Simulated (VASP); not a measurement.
Wanted: the native input for a VASP 6.6.1 run.

| Quantity | Value |
| --- | --- |
| Task | single point |
| Functional | LDA |
| Potentials or basis | VASP PAW LDA potentials, release 64 (Sb, Ga_d) |
| Cutoff | 500 eV |
| k mesh | 6 × 6 × 6 |
| Occupations | fermi-dirac, width 0.05 eV |
| Spin | no spin polarisation |
| Dipole correction | no |
| Further INCAR settings | ALGO = Normal; EDIFF = 1e-06; NBANDS = 22 |

The structure of GaSb3 lies in POSCAR:

```
GaSb3
1.0
    0.0000000000      3.7553016472      3.7553016472
    3.7553016472      0.0000000000      3.7553016472
    3.7553016472      3.7553016472      0.0000000000
Sb Ga
3 1
Direct
    0.5000000000      0.5000000000      0.5000000000
    0.7500000000      0.7500000000      0.7500000000
    0.2500000000      0.2500000000      0.2500000000
    0.0000000000      0.0000000000      0.0000000000
```

One way to write it, as run:

INCAR

```
SYSTEM = GaSb3
ALGO = Normal
EDIFF = 1E-6
ENCUT = 500
GGA = CA
GGA_COMPAT = .False.
ISIF = 2
ISMEAR = -1
LASPH = .True.
LCHARG = .False.
LREAL = .False.
LWAVE = .False.
NBANDS = 22
NELM = 120
PREC = Accurate
SIGMA = 0.05
```

KPOINTS

```
k-points
0
Gamma
  6 6 6
  0 0 0
```

Potentials or basis: VASP PAW LDA potentials, release 64 (Sb, Ga_d).

Launch:

```console
$ cat potpaw_LDA.64/Sb/POTCAR potpaw_LDA.64/Ga_d/POTCAR > POTCAR
$ mpirun -np 1 vasp_std > vasp.out
```

Results of the run:

```
Pressure               : -5.3 GPa
Band gap on the k mesh : zero (band 14 reaches 8.29 eV, above the bottom of band 15 at 4.76 eV)
```

Caveat: spin-orbit coupling is left out, which moves the levels of the heavy elements.

It took 48 s on 1 thread of Intel Xeon 8259CL, on a shared host, peak memory 0.21 GiB.
